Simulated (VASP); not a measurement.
# CdS (P3m1) in VASP: settings compared

Aim: see how the results for CdS move with the level of theory and the settings. Levels: PBE, PBEsol. Tasks: single point.

All numbers are computed with VASP 6.6.1; they aren't measurements. Logs are shortened: lines on timing, memory, paths and dates and some standing lists are left out, and cuts for length are marked.

## 1. The cell of the first run

It takes space group P3m1 (No. 156, trigonal). Conventional cell: a = 4.261 Å, b = 4.261 Å, c = 5.804 Å, α = 90.00°, β = 90.00°, γ = 120.00°. Within 3.2 Å of Cd (site symmetry 3m) lie 3 S at 2.46 Å. Within 3.2 Å of S (site symmetry 3m) lie 3 Cd at 2.46 Å.

## 2. Single point, PBE

The input, INCAR:

```
ALGO = Normal
EDIFF = 1E-7
ENCUT = 520
GGA = PE
ISIF = 2
ISMEAR = -1
LASPH = T
LCHARG = T
LELF = T
LREAL = F
LVHAR = T
LWAVE = F
NBANDS = 16
NELM = 80
PREC = Accurate
SIGMA = 0.05
```

The input, KPOINTS:

```
k-points
0
Gamma
  6 6 4
```

The input, POSCAR:

```
CdS
1.0
    4.2611695877      0.0000000000      0.0000000000
   -2.1305847939      3.6902811128      0.0000000000
    0.0000000000      0.0000000000      5.8041729400
Cd S
1 1
Direct
    0.0000000000      0.0000000000      0.4426919200
    0.6666666667      0.3333333333      0.4343080800
```

Potentials or basis: VASP PAW PBE potentials, release 64 (Cd, S).

Launch:

```console
$ cat potpaw_PBE.64/Cd/POTCAR potpaw_PBE.64/S/POTCAR > POTCAR
$ mpirun -np 1 vasp_std > vasp.out
```

OUTCAR:

```text
EDIFF = 1E-7
   ENCUT = 520
   GGA = PE
   ISIF = 2
   ISMEAR = -1
   LASPH = T
   LREAL = F
   NELM = 80
   PREC = Accurate

 ion  position               nearest neighbor table
   1  0.000  0.000  0.443-   2 2.46   2 2.46   2 2.46
   2  0.667  0.333  0.434-   1 2.46   1 2.46   1 2.46

  LATTYP: Found a hexagonal cell.
 ALAT       =     4.2611695877
 C/A-ratio  =     1.3621079426

  Lattice vectors:

 A1 = (   4.2611695877,   0.0000000000,   0.0000000000)
 A2 = (  -2.1305847939,   3.6902811128,   0.0000000000)
 A3 = (   0.0000000000,   0.0000000000,   5.8041729400)

Analysis of symmetry for initial positions (statically):
=====================================================================
 Subroutine PRICEL returns:
 Original cell was already a primitive cell.

 Routine SETGRP: Setting up the symmetry group for a
 hexagonal supercell.

 Subroutine GETGRP returns: Found  6 space group operations
 (whereof  6 operations were pure point group operations)
 out of a pool of 24 trial point group operations.

The static configuration has the point symmetry C_3v.

Analysis of symmetry for dynamics (positions and initial velocities):
=====================================================================
 Subroutine PRICEL returns:
 Original cell was already a primitive cell.

 Routine SETGRP: Setting up the symmetry group for a
 hexagonal supercell.

 Subroutine GETGRP returns: Found  6 space group operations
 (whereof  6 operations were pure point group operations)
 out of a pool of 24 trial point group operations.

The dynamic configuration has the point symmetry C_3v.

 Subroutine INISYM returns: Found  6 space group operations
 (whereof  6 operations are pure point group operations),
 and found     1 'primitive' translations

----------------------------------------------------------------------------------------

                                     Primitive cell

  volume of cell :      91.2701

  direct lattice vectors                    reciprocal lattice vectors
     4.261169588  0.000000000  0.000000000     0.234677353  0.135491033  0.000000000
    -2.130584794  3.690281113  0.000000000     0.000000000  0.270982066  0.000000000
     0.000000000  0.000000000  5.804172940     0.000000000  0.000000000  0.172289835

  length of vectors
     4.261169588  4.261169588  5.804172940     0.270982066  0.270982066  0.172289835

  position of ions in fractional coordinates (direct lattice)
     0.000000000  0.000000000  0.442691920
     0.666666667  0.333333333  0.434308080

  ion indices of the primitive-cell ions
   primitive index   ion index
                 1           1
                 2           2

----------------------------------------------------------------------------------------

 KPOINTS: k-points

Automatic generation of k-mesh.
 Grid dimensions read from file:
 generate k-points for:    6    6    4

 Generating k-lattice:

  Cartesian coordinates                     Fractional coordinates (reciprocal lattice)
     0.039112892  0.022581839  0.000000000     0.166666667 -0.000000000  0.000000000
     0.000000000  0.045163678  0.000000000     0.000000000  0.166666667  0.000000000
     0.000000000  0.000000000  0.043072459     0.000000000  0.000000000  0.250000000

  Length of vectors
     0.045163678  0.045163678  0.043072459

  Shift w.r.t. Gamma in fractional coordinates (k-lattice)
     0.000000000  0.000000000  0.000000000

 Subroutine IBZKPT returns following result:
 ===========================================

 Found     24 irreducible k-points:

 Following reciprocal coordinates:
            Coordinates               Weight
  0.000000  0.000000  0.000000      1.000000
  0.166667  0.000000  0.000000      6.000000
  0.333333  0.000000  0.000000      6.000000
  0.500000 -0.000000  0.000000      3.000000
  0.166667  0.166667  0.000000      6.000000
  0.333333  0.166667  0.000000     12.000000
[... 16 lines left out ...]
  0.333333  0.166667  0.500000     12.000000
  0.333333  0.333333  0.500000      2.000000
   k-points           NKPTS =     24   k-points in BZ     NKDIM =     24   number of bands    NBANDS=     16
   number of dos      NEDOS =    301   number of ions     NIONS =      2
   total plane-waves  NPLWV =  49152
   dimension x,y,z NGX =    32 NGY =   32 NGZ =   48
   dimension x,y,z NGXF=    64 NGYF=   64 NGZF=   96
   ions per type =               1   1
   NGX,Y,Z   is equivalent  to a cutoff of  12.48, 12.48, 13.75 a.u.
   NGXF,Y,Z  is equivalent  to a cutoff of  24.97, 24.97, 27.50 a.u.
 SYSTEM =  unknown system
   PREC   = accura    normal or accurate (medium, high low for compatibility)
   ISTART =      0    job   : 0-new  1-cont  2-samecut
   ICHARG =      2    charge: 1-file 2-atom 10-const
   ISPIN  =      1    spin polarized calculation?
   LNONCOLLINEAR =      F non collinear calculations
   LSORBIT =      F    spin-orbit coupling
   LASPH  =      T    aspherical Exc in radial PAW
   ENCUT  =  520.0 eV  38.22 Ry    6.18 a.u.   7.92  7.92 10.79*2*pi/ulx,y,z
   NELM   =     80;   NELMIN=  2; NELMDL= -5     # of ELM steps
   EDIFF  = 0.1E-06   stopping-criterion for ELM
   LREAL  =      F    real-space projection
   EDIFFG = 0.1E-05   stopping-criterion for IOM
   NSW    =      0    number of steps for IOM
   IBRION =     -1    ionic relax: 0-MD 1-quasi-New 2-CG
   NFREE  =      0    steps in history (QN), initial steepest desc. (CG)
   ISIF   =      2    stress and relaxation
   ISYM   =      2    0-nonsym 1-usesym 2-fastsym
   POTIM  = 0.5000    time-step for ionic-motion
   TEBEG  =    0.0;   TEEND  =   0.0 temperature during run
   PSTRESS=    0.0 pullay stress
   NELECT =      18.0000    total number of electrons
   NUPDOWN=      -1.0000    fix difference up-down
   EMIN   =  10.00;   EMAX   =-10.00  energy-range for DOS
   EFERMI =   0.00;   METHOD = LEGACY
   ISMEAR =    -1;   SIGMA  =   0.05  broadening in eV -4-tet -1-fermi 0-gaus
   EFERMI_NEDOS =   21; number of points for ismear=-14 and -15
   IALGO  =     38    algorithm
   IMIX   =      4    mixing-type and parameters
     AMIX     =   0.40;   BMIX     =  1.00
     AMIX_MAG =   1.60;   BMIX_MAG =  1.00
  volume/ion in A,a.u.               =      45.64       307.96
  Fermi-wavevector in a.u.,A,eV,Ry     =   0.952919  1.800756 12.354841  0.908055
  Thomas-Fermi vector in A             =   2.081527
   LORBIT       =      0    0 simple, 1 ext, 2 COOP (PROOUT), +10 PAW based schemes
   GGA     = PE    functional components
   LHFCALC =     F    Hartree Fock is set to
   AEXX    =    0.0000 exact exchange contribution
   IVDW    =     0    specifies the selected vdW correction
   LEPSILON=     F    determine dielectric tensor
   LRPA    =     F    only Hartree local field effects (RPA)
 non-spin polarized calculation
  energy-cutoff  :      520.00
  volume of cell :       91.27
 maximum number of plane-waves:      2490
   NGX = 15   NGY = 15   NGZ = 21

 number of electron      18.0000002 magnetization

 Free energy of the ion-electron system (eV)
  ---------------------------------------------------
  ext. energy  EPLUGINS =         0.00000000
  ---------------------------------------------------
  free energy    TOTEN  =        -5.64675904 eV

  energy without entropy =       -5.64675901  energy(sigma->0) =       -5.64675902

 E-fermi :  -1.3231     XC(G=0):  -6.1433

 val. band max:       -2.1140243097   @ k =   0.0000   0.0000   0.5000
 cond. band min:      -0.6443243961   @ k =   0.0000   0.0000   0.0000
 fundamental gap:      1.4696999136
 Fermi energy:        -1.3230772231

 k-point     1 :       0.0000    0.0000    0.0000
  band No.  band energies     occupation
      1     -13.7237      2.00000
      2      -9.7558      2.00000
      3      -9.7558      2.00000
      4      -9.2518      2.00000
      5      -9.2518      2.00000
      6      -9.0460      2.00000
[... 8 lines left out ...]
     15       8.9027      0.00000
     16       9.5944      0.00000

 k-point     2 :       0.1667    0.0000    0.0000
  band No.  band energies     occupation
      1     -13.6408      2.00000
      2      -9.7158      2.00000
      3      -9.6872      2.00000
      4      -9.2796      2.00000
      5      -9.2557      2.00000
      6      -9.0163      2.00000
[... 8 lines left out ...]
     15       9.3217      0.00000
     16       9.5122      0.00000

 k-point     3 :       0.3333    0.0000    0.0000
  band No.  band energies     occupation
      1     -13.4736      2.00000
      2      -9.5783      2.00000
      3      -9.5403      2.00000
      4      -9.3329      2.00000
      5      -9.2635      2.00000
      6      -8.9352      2.00000
[... 8 lines left out ...]
     15       8.0125      0.00000
     16       8.5257      0.00000

 k-point     4 :       0.5000   -0.0000    0.0000
  band No.  band energies     occupation
      1     -13.3899      2.00000
      2      -9.4751      2.00000
      3      -9.4613      2.00000
      4      -9.3582      2.00000
      5      -9.2672      2.00000
      6      -8.8617      2.00000
[... 8 lines left out ...]
     15       8.1619      0.00000
     16       8.6213      0.00000

 k-point     5 :       0.1667    0.1667    0.0000
  band No.  band energies     occupation
      1     -13.5156      2.00000
      2      -9.6532      2.00000
      3      -9.5522      2.00000
      4      -9.3163      2.00000
      5      -9.2652      2.00000
      6      -8.9536      2.00000
[... 8 lines left out ...]
     15       7.9447      0.00000
     16       8.8866      0.00000

 k-point     6 :       0.3333    0.1667    0.0000
  band No.  band energies     occupation
      1     -13.3901      2.00000
      2      -9.5439      2.00000
      3      -9.4370      2.00000
      4      -9.3491      2.00000
      5      -9.2768      2.00000
      6      -8.8148      2.00000
[... 8 lines left out ...]
     15       7.0263      0.00000
     16       8.3432      0.00000

 k-point     7 :       0.3333    0.3333    0.0000
  band No.  band energies     occupation
      1     -13.3487      2.00000
      2      -9.5095      2.00000
      3      -9.4358      2.00000
      4      -9.3499      2.00000
      5      -9.2909      2.00000
      6      -8.6886      2.00000
[... 8 lines left out ...]
     15       7.2401      0.00000
     16       7.2721      0.00000

 k-point     8 :       0.0000    0.0000    0.2500
  band No.  band energies     occupation
      1     -13.7219      2.00000
      2      -9.7558      2.00000
      3      -9.7558      2.00000
      4      -9.2520      2.00000
      5      -9.2520      2.00000
      6      -9.0413      2.00000
[... 8 lines left out ...]
     15       9.0293      0.00000
     16       9.3391      0.00000

 k-point     9 :       0.1667    0.0000    0.2500
  band No.  band energies     occupation
      1     -13.6392      2.00000
      2      -9.7157      2.00000
      3      -9.6872      2.00000
      4      -9.2801      2.00000
      5      -9.2560      2.00000
      6      -9.0120      2.00000
[... 8 lines left out ...]
     15       8.8148      0.00000
     16       8.9588      0.00000
[... 172 lines left out ...]
 k-point    19 :       0.1667    0.0000    0.5000
  band No.  band energies     occupation
      1     -13.6376      2.00000
      2      -9.7155      2.00000
      3      -9.6871      2.00000
      4      -9.2807      2.00000
      5      -9.2563      2.00000
      6      -9.0077      2.00000
[... 8 lines left out ...]
     15       7.4190      0.00000
     16       8.6980      0.00000

 k-point    20 :       0.3333    0.0000    0.5000
  band No.  band energies     occupation
      1     -13.4709      2.00000
      2      -9.5774      2.00000
      3      -9.5403      2.00000
      4      -9.3347      2.00000
      5      -9.2641      2.00000
      6      -8.9301      2.00000
[... 8 lines left out ...]
     15       8.0502      0.00000
     16       8.1437      0.00000

 k-point    21 :       0.5000   -0.0000    0.5000
  band No.  band energies     occupation
      1     -13.3875      2.00000
      2      -9.4732      2.00000
      3      -9.4613      2.00000
      4      -9.3603      2.00000
      5      -9.2679      2.00000
      6      -8.8604      2.00000
[... 8 lines left out ...]
     15       8.3098      0.00000
     16       8.8225      0.00000

 k-point    22 :       0.1667    0.1667    0.5000
  band No.  band energies     occupation
      1     -13.5127      2.00000
      2      -9.6528      2.00000
      3      -9.5519      2.00000
      4      -9.3179      2.00000
      5      -9.2659      2.00000
      6      -8.9472      2.00000
[... 8 lines left out ...]
     15       7.3139      0.00000
     16       7.9433      0.00000

 k-point    23 :       0.3333    0.1667    0.5000
  band No.  band energies     occupation
      1     -13.3877      2.00000
      2      -9.5429      2.00000
      3      -9.4363      2.00000
      4      -9.3511      2.00000
      5      -9.2777      2.00000
      6      -8.8126      2.00000
[... 8 lines left out ...]
     15       8.2395      0.00000
     16       8.4110      0.00000

 k-point    24 :       0.3333    0.3333    0.5000
  band No.  band energies     occupation
      1     -13.3465      2.00000
      2      -9.5078      2.00000
      3      -9.4358      2.00000
      4      -9.3518      2.00000
      5      -9.2921      2.00000
      6      -8.6878      2.00000
[... 8 lines left out ...]
     15       7.2292      0.00000
     16       8.7239      0.00000

------------------------ aborting loop because EDIFF is reached ----------------------------------------

  FORCE on cell =-STRESS in cart. coord.  units (eV):
  Direction    XX          YY          ZZ          XY          YZ          ZX
  --------------------------------------------------------------------------------------
  -------------------------------------------------------------------------------------
  Total       -0.0505857     -0.0505857     -0.0036408      0.0000000      0.0000000      0.0000000
  in kB       -0.8879929     -0.8879929     -0.0639122      0.0000000      0.0000000      0.0000000
  external PRESSURE =      -0.6132993 kB  Pullay stress =       0.0000000 kB

 VOLUME and BASIS-vectors are now :
 -----------------------------------------------------------------------------
  energy-cutoff  :      520.00
  volume of cell :       91.27
      direct lattice vectors                 reciprocal lattice vectors
     4.261169588  0.000000000  0.000000000     0.234677353  0.135491033  0.000000000
    -2.130584794  3.690281113  0.000000000     0.000000000  0.270982066  0.000000000
     0.000000000  0.000000000  5.804172940     0.000000000  0.000000000  0.172289835

 POSITION                                       TOTAL-FORCE (eV/Angst)
 -----------------------------------------------------------------------------------
      0.00000      0.00000      2.56946         0.000000     -0.000000     -0.002148
      2.13058      1.23009      2.52080        -0.000000      0.000000      0.002148
 -----------------------------------------------------------------------------------
    total drift:                                0.000001     -0.000000      0.000030

  FREE ENERGIE OF THE ION-ELECTRON SYSTEM (eV)
  ---------------------------------------------------
  free  energy   TOTEN  =        -5.6467590403 eV

  energy  without entropy=       -5.6467590087  energy(sigma->0) =       -5.64675902
```

It took 13 s on 1 thread of Intel Xeon 6975P-C (Granite Rapids), shared host; peak memory 0.21 GiB.

What came out:

```yaml
Free_energy: -5.6468 eV
Pressure: -0.1 GPa
Band_gap_on_the_k_mesh: 1.47 eV, indirect (the least direct gap lies 4.3 meV higher)
```

Forces on the atoms (eV/Å):
```
Cd   0.000  0.000 -0.002
S    0.000  0.000  0.002
```

Stress tensor (GPa, compression positive):
```
-0.09  0.00  0.00
 0.00 -0.09  0.00
 0.00  0.00 -0.01
```

Levels at points of the mesh, in eV from the valence-band top:
```tsv
k point	band 5	band 6	band 7	band 8	band 9	band 10	band 11	band 12	band 13	band 14
(0.00, 0.00, 0.00)	-7.14	-6.93	-1.05	0.00	0.00	1.47	5.58	6.93	6.93	6.98
(0.50, 0.00, 0.00)	-7.15	-6.75	-3.58	-1.30	-0.16	3.70	5.15	6.77	7.42	10.15
(0.00, 0.00, 0.50)	-7.14	-6.92	-1.27	0.00	0.00	1.76	5.03	6.98	6.98	9.25
(0.50, 0.00, 0.50)	-7.15	-6.75	-3.55	-1.29	-0.27	3.86	4.25	7.75	8.01	10.03
```

A k mesh can miss the band edges. As with any semilocal functional, this PBE gap is likely too small.

## 3. Single point, PBEsol

The input, INCAR:

```
SYSTEM = CdS
PREC = Accurate
ENCUT = 520
EDIFF = 1E-6
ISMEAR = -1
SIGMA = 0.05
LREAL = .FALSE.
LASPH = .TRUE.
NELM = 60
ALGO = Normal
ISIF = 2
LWAVE = .FALSE.
LCHARG = .TRUE.
GGA = PS
LELF = .TRUE.
LVHAR = .TRUE.
NBANDS = 16
```

The input, KPOINTS:

```
Automatic mesh
0
G
  7 7 5
  0 0 0
```

POSCAR is that of step 2.

Potentials or basis: VASP PAW PBE potentials, release 64 (Cd, S).

Launch:

```console
$ cat potpaw_PBE.64/Cd/POTCAR potpaw_PBE.64/S/POTCAR > POTCAR
$ mpirun -np 1 vasp_std > vasp.out
```

Run time: 22 s. Hardware: 1 thread of Intel Xeon Platinum 8559C (Emerald Rapids), shared host; peak memory 0.22 GiB.

It converged, with:

| Property | Result |
| --- | --- |
| Free energy | -6.1734 eV |
| Pressure | -1.3 GPa |
| Largest force | 0.014 eV/Å |
| Band gap on the k mesh | 1.42 eV, indirect (the least direct gap lies 3.8 meV higher) |

Forces on the atoms (eV/Å):
```
Cd   0.000  0.000 -0.014
S    0.000  0.000  0.014
```

Stress tensor (GPa, compression positive):
```
-1.94  0.00  0.00
 0.00 -1.94  0.00
 0.00  0.00 -0.01
```

Levels at points of the mesh, in eV from the valence-band top:
```csv
k point,band 5,band 6,band 7,band 8,band 9,band 10,band 11,band 12,band 13,band 14
"(0.00, 0.00, 0.00)",-7.12,-6.90,-1.05,0.00,0.00,1.42,5.68,6.85,6.85,6.98
```

Caveat: the PAW data sets were made with another functional, which shifts forces and pressure a little. A k mesh can miss the band edges.

(Part 1 of 2 ends here.)
